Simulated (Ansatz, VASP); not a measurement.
One calculation of Al3Ga3N2, two programs

```xyz
8
Lattice="3.0812 0.0000 0.0000 -1.5406 2.6684 0.0000 0.0000 0.0000 14.6532" Properties=species:S:1:pos:R:3 pbc="T T T"
Al    0.0000    1.7789    2.5628
Al    0.0000    0.0000    0.0185
Al    1.5406    0.8895    9.9475
Ga    0.0000    0.0000    5.2381
Ga    0.0000    1.7789    7.6167
Ga    0.0000    1.7789   12.3784
N     0.0000    0.0000    1.9355
N     0.0000    1.7789    4.4526
```

Alike in both runs: functional PBE; k mesh 6 × 6 × 2; occupations gaussian, width 0.2 eV; no spin polarisation.

Ansatz relaxed the structure, and its values are those at the end. VASP's run is a single point on that final structure, the one shown.

```csv
,VASP,Ansatz
version,VASP 6.6.1,Ansatz 0.2.0
potentials or method,"VASP PAW PBE potentials, release 64 (Al, Ga_d, N), cutoff 520 eV","scalar-relativistic, plane waves, PAW"
valence electrons in the cell,58,58
```

|  | VASP | Ansatz | Ansatz less VASP |
| --- | --- | --- | --- |
| gap on the k mesh at the Fermi level (eV) | none | none | - |
| pressure (GPa) | 0.1 | 0.1 | +0.01 |
| rms of the force components (eV/Å) | 0.006 | 0.008 | +0.0021 |

A gap of «none» marks a metal or a gap that the smearing closes.

The k mesh is coarse, so the values compare programs but aren't converged.
